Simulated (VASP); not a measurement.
Set up this calculation in VASP 6.6.1, as the native input.

```yaml
Task: single point
Functional: LDA
Potentials_or_basis: VASP PAW LDA potentials, release 64 (Ti_sv, Be, B)
Cutoff: 520 eV
k_mesh: 11 × 11 × 10
Occupations: fermi-dirac, width 0.1 eV
Spin: no spin polarisation
Dipole_correction: no
Further_INCAR_settings: ALGO = Normal; EDIFF = 1e-06; NBANDS = 16
```

The structure of TiBeB lies in POSCAR:

```
TiBeB
1.0
    3.2782370000      0.0000000000      0.0000000000
   -1.6391185000      2.8390365216      0.0000000000
    0.0000000000      0.0000000000      3.1429130000
Ti Be B
1 1 1
Direct
    0.3333330000      0.6666670000      0.0000000000
    0.6666670000      0.3333330000      0.5000000000
    0.0000000000      0.0000000000      0.5000000000
```

One way to write it, as run:

INCAR

```
SYSTEM = TiBeB
ALGO = Normal
EDIFF = 1E-6
ENCUT = 520
ISIF = 2
ISMEAR = -1
LASPH = .TRUE.
LCHARG = .TRUE.
LELF = .TRUE.
LREAL = .FALSE.
LVHAR = .TRUE.
LWAVE = .FALSE.
NBANDS = 16
NELM = 60
PREC = Accurate
SIGMA = 0.1
```

KPOINTS

```
k-points
0
G
  11 11 10
  0 0 0
```

Potentials or basis: VASP PAW LDA potentials, release 64 (Ti_sv, Be, B).

The run is started by

```sh
$ cat potpaw_LDA.64/Ti_sv/POTCAR potpaw_LDA.64/Be/POTCAR potpaw_LDA.64/B/POTCAR > POTCAR
$ mpirun -np 1 vasp_std > vasp.out
```

Results of the run:

The pressure is -8.3 GPa.

It took 13 s on 1 thread of Intel(R) Xeon(R) 6975P-C (Granite Rapids), on a shared host, peak memory 0.16 GiB.
